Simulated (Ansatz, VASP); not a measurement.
## One calculation of LiNbO3, two programs

```
Li Nb O
1.0
     2.62710    1.51676    4.62530
    -2.62710    1.51676    4.62530
     0.00000   -3.03351    4.62530
Li Nb O
2 2 6
Direct
  0.28750 0.28750 0.28750
  0.78750 0.78750 0.78750
  0.01280 0.01280 0.01280
  0.51280 0.51280 0.51280
  0.14090 0.36260 0.74640
  0.74640 0.14090 0.36260
  0.36260 0.74640 0.14090
  0.24640 0.86260 0.64090
  0.86260 0.64090 0.24640
  0.64090 0.24640 0.86260
```

Alike in both runs: task relaxation of the atoms; functional PBE; k mesh 5 × 5 × 5; no spin polarisation.

|  | VASP | Ansatz |
| --- | --- | --- |
| version | VASP 6.6.1 | Ansatz 0.2.0 |
| potentials or method | VASP PAW PBE potentials, release 64 (Li_sv, Nb_sv, O) | scalar-relativistic, plane waves, PAW |
| plane-wave cutoff (eV) | 520 | 420 |
| occupations | gaussian, width 0.01 eV | fixed |
| valence electrons in the cell | 68 | 68 |

Ansatz gave:

| Quantity | Value |
| --- | --- |
| gap on the k mesh at the Fermi level, each at its own relaxed structure (eV) | 3.53 |

Q: What did VASP give for the same quantities?

A: gap on the k mesh at the Fermi level, each at its own relaxed structure (eV): 3.50.

Ansatz's warnings: stress scf threshold loose.

Noted on VASP's run: the cutoff is under 1.25 times that of the potentials, so the pressure is a little rough.
